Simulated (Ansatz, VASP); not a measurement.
**Two plane-wave programs on SiC**

The input INCAR:

```
SYSTEM = SiC
PREC = Accurate ; ENCUT = 520
EDIFF = 1E-7 ; ISMEAR = -1
SIGMA = 0.02 ; LREAL = .FALSE.
LASPH = .TRUE. ; NELM = 100
ALGO = Normal ; ISIF = 2
LWAVE = .FALSE. ; LCHARG = .FALSE.
GGA = PE ; NBANDS = 11
```

KPOINTS

```
regular mesh
0
G
  10 10 10
  0 0 0
```

Contents of POSCAR:

```
SiC
1.0
    0.0348378013      2.1693291053      2.1693291053
    2.1693291053      0.0348378013      2.1693291053
    2.1693291053      2.1693291053      0.0348378013
Si C
1 1
Direct
    0.0008006757      0.0008006757      0.0008006757
    0.2491993243      0.2491993243      0.2491993243
```

Input for Ansatz:

```yaml
crystal:
  lattice:
    - [0.0348378013, 2.1693291053, 2.1693291053]
    - [2.1693291053, 0.0348378013, 2.1693291053]
    - [2.1693291053, 2.1693291053, 0.0348378013]
  atoms:
    - { symbol: Si, position: [0.0008006757, 0.0008006757, 0.0008006757] }
    - { symbol: C, position: [0.2491993243, 0.2491993243, 0.2491993243] }
kpoints:
  mp_grid: { grid: [10, 10, 10] }
  band_path:
    path:
      - [0.0, 0.0, 0.0]
      - [-0.5, -0.5, 0.0]
      - [-0.375, -0.375, 0.25]
      - [-0.375, 0.0, 0.375]
      - [0.0, 0.0, 0.5]
      - [-0.5, -0.25, 0.25]
      - [0.0, 0.5, 0.5]
    npoints: 1
hamiltonian:
  xc: pbe
scf:
  occupations: { method: fermi_dirac, width: 0.02 }
  n_extra_bands: 4
output:
  forces: true
  stress: true
  eigenvalues: true
  write_density: true
  write_potential: true
  elf: true
  volumetric_format: npy
```

Change from the starting cell: epitaxial_111 strain -2.0%.

Alike in both runs: task single point; functional PBE; k mesh 10 × 10 × 10; occupations fermi-dirac, width 0.02 eV; no spin polarisation.

```csv
,VASP,Ansatz
version,VASP 6.6.1,Ansatz 0.2.0
potentials or method,"VASP PAW PBE potentials, release 64 (Si, C)","plane waves, PAW"
plane-wave cutoff (eV),520,420
valence electrons in the cell,8,8
```

Ansatz gave:

| Item | Value |
| --- | --- |
| gap on the k mesh at the Fermi level (eV) | 1.22 |
| pressure (GPa) | 12.5 |
| traceless stress, the component that is largest in VASP (GPa) | -4.30 |
| rms of the force components (eV/Å) | 0.015 |

Problem. Estimate VASP's values.

Solution. gap on the k mesh at the Fermi level (eV): 1.22; pressure (GPa): 12.4; traceless stress, the component that is largest in VASP (GPa): -4.32; rms of the force components (eV/Å): 0.014.

Atom by atom the forces differ by 0.000 eV/Å (rms over components).
